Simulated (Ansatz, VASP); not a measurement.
# Li3HSe in VASP and in Ansatz

The input INCAR:

```
ALGO = Normal
EDIFF = 1E-6
ENCUT = 520
GGA = PE
ISIF = 2
ISMEAR = 0
LASPH = T
LCHARG = T
LELF = T
LREAL = F
LVHAR = T
LWAVE = F
NBANDS = 16
NELM = 100
PREC = Accurate
SIGMA = 0.1
```

The input KPOINTS:

```
k-points
0
Gamma
  4 4 4
```

The input POSCAR:

```
Li3HSe
1.0
    3.9744000000      0.0000000000      0.0000000000
    0.0000000000      3.9744000000      0.0000000000
    0.0000000000      0.0000000000      3.9744000000
Li H Se
3 1 1
Direct
    0.0000000000      0.5000000000      0.5000000000
    0.5000000000      0.0000000000      0.5000000000
    0.5000000000      0.5000000000      0.0000000000
    0.5000000000      0.5000000000      0.5000000000
    0.0000000000      0.0000000000      0.0000000000
```

Input for Ansatz:

```yaml
crystal:
  lattice:
    - [3.9744, 0.0, 0.0]
    - [0.0, 3.9744, 0.0]
    - [0.0, 0.0, 3.9744]
  atoms:
    - { symbol: Li, position: [0.0, 0.5, 0.5] }
    - { symbol: Li, position: [0.5, 0.0, 0.5] }
    - { symbol: Li, position: [0.5, 0.5, 0.0] }
    - { symbol: H, position: [0.5, 0.5, 0.5] }
    - { symbol: Se, position: [0.0, 0.0, 0.0] }
basis:
  ecutwfc: 420
kpoints:
  mp_grid: { grid: [4, 4, 4] }
hamiltonian:
  xc: pbe
scf:
  occupations: { method: gaussian, width: 0.1 }
output:
  forces: true
  stress: true
  eigenvalues: true
```

Alike in both runs: task single point; functional PBE; k mesh 4 × 4 × 4; occupations gaussian, width 0.1 eV; no spin polarisation.

```csv
,VASP,Ansatz
version,VASP 6.6.1,Ansatz 0.2.0
potentials or method,"VASP PAW PBE potentials, release 64 (Li_sv, H, Se), cutoff 520 eV","scalar-relativistic, plane waves, PAW"
valence electrons in the cell,16,26
```

```tsv
	VASP	Ansatz	Ansatz less VASP
gap on the k mesh at the Fermi level (eV)	3.34	3.33	-0.010
least direct gap on the mesh (eV)	3.85	3.84	-0.011
```

The functional is the same, so the differences come from potentials, cutoffs and numerics. VASP's potentials hold 16 valence electrons a cell and Ansatz's 26, so a difference there can come from the potentials and not from the codes.

Noted on VASP's run: the cutoff is short for stress, so the pressure is rough.
